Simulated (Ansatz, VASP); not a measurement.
**SnO in VASP and in Ansatz**

```
CELL_PARAMETERS angstrom
3.82015 0.00030 0.00000
-0.00031 3.82015 0.00000
0.00000 0.00000 22.22608
ATOMIC_POSITIONS crystal
Sn 0.99995 0.99995 0.20246
Sn 0.49995 0.49995 0.30878
Sn 0.74995 0.87495 0.50675
Sn 0.24995 0.37495 0.61307
O 0.99995 0.49995 0.25562
O 0.49995 0.99995 0.25562
O 0.74994 0.37494 0.55991
O 0.24994 0.87494 0.55991
```

Alike in both runs: task single point; functional PBE; dispersion D3(BJ); k mesh 7 × 7 × 1; occupations gaussian, width 0.05 eV; no spin polarisation.

|  | VASP | Ansatz |
| --- | --- | --- |
| version | VASP 6.6.1 | Ansatz 0.2.0 |
| potentials or method | VASP PAW PBE potentials, release 64 (Sn_d, O), cutoff 520 eV | scalar-relativistic, plane waves, PAW |
| valence electrons in the cell | 80 | 80 |

|  | VASP | Ansatz | Ansatz less VASP |
| --- | --- | --- | --- |
| gap on the k mesh at the Fermi level (eV) | 2.59 | 2.64 | +0.045 |
| least direct gap on the mesh (eV) | 2.62 | 2.66 | +0.043 |
| rms of the force components (eV/Å) | 0.052 | 0.019 | -0.0329 |
